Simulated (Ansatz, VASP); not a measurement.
**HfRu: VASP beside Ansatz**

```xyz
2
Lattice="3.2142 0.0000 0.0000 0.0000 3.2142 0.0000 0.0000 0.0000 3.2142" Properties=species:S:1:pos:R:3 pbc="T T T"
Hf    0.0000    0.0000    0.0000
Ru    1.6071    1.6071    1.6071
```

Change from the starting cell: volume scaled by 0.99, crystal datasets.

Alike in both runs: task electric field gradients; functional PBEsol; k mesh 11 × 11 × 11; occupations fermi-dirac, width 0.08 eV; no spin polarisation.

```csv
,VASP,Ansatz
version,VASP 6.6.1,Ansatz 0.2.0
potentials or method,"VASP PAW PBE potentials, release 64 (Hf_pv, Ru_pv), cutoff 520 eV","all-electron PAW with datasets made for the crystal, scalar-relativistic"
```

|  | VASP | Ansatz | Ansatz less VASP |
| --- | --- | --- | --- |
| pressure (GPa) | -2.1 | -1.0 | +1.11 |

VASP's potentials were made for PBE, not for PBEsol. Ansatz ran all-electron here, and VASP with PAW potentials.

Spin-orbit coupling is off throughout.
